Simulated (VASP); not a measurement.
Wanted: the native input for a VASP 6.6.1 run.

```yaml
Task: single point
Functional: LDA
Potentials_or_basis: VASP PAW LDA potentials, release 64 (Mg, Pb_d, N)
Cutoff: 520 eV
k_mesh: 12 × 12 × 4
Occupations: gaussian, width 0.05 eV
Spin: no spin polarisation
Dipole_correction: no
Further_INCAR_settings: ALGO = Normal; EDIFF = 1e-07; NBANDS = 28
```

The structure of MgPb2N2 lies in POSCAR:

```
MgPb2N2
1.0
    3.5805530882      0.0000000000      0.0000000000
   -1.7902765441      3.1008499340      0.0000000000
    0.0000000000      0.0000000000      8.2866876733
Mg Pb N
1 2 2
Direct
    0.0000000000      0.0000000000      0.0000000000
    0.6666666667      0.3333333333      0.2865500000
    0.3333333333      0.6666666667      0.7134500000
    0.6666666667      0.3333333333      0.8618210000
    0.3333333333      0.6666666667      0.1381790000
```

This cell differs from its parent crystal: ratio of the length along z to the lengths across it x 0.85, volume and fractional coordinates fixed.

The input as run:

INCAR

```
  PREC = Accurate
  ENCUT = 520
  EDIFF = 1E-7
  ISMEAR = 0
  SIGMA = 0.05
  LREAL = False
  LASPH = True
  NELM = 100
  ALGO = Normal
  ISIF = 2
  LWAVE = False
  LCHARG = True
  GGA = CA
  LELF = True
  LVHAR = True
  NBANDS = 28
```

KPOINTS

```
regular mesh
0
Gamma
  12 12 4
```

Potentials or basis: VASP PAW LDA potentials, release 64 (Mg, Pb_d, N).

Launch:

```bash
$ cat potpaw_LDA.64/Mg/POTCAR potpaw_LDA.64/Pb_d/POTCAR potpaw_LDA.64/N/POTCAR > POTCAR
$ mpirun -np 1 vasp_std > vasp.out
```

It gave:

```yaml
Pressure: -6.5 GPa
Largest_force: 0.633 eV/Å
Band_gap_on_the_k_mesh: zero (band 20 reaches 6.12 eV, above the bottom of band 21 at 6.08 eV)
```

Caveat: spin-orbit coupling is left out, which moves the levels of the heavy elements.

Wall time 86 s on 1 thread of Intel(R) Xeon(R) 6975P-C (Granite Rapids), on a shared host, peak memory 0.3 GiB.
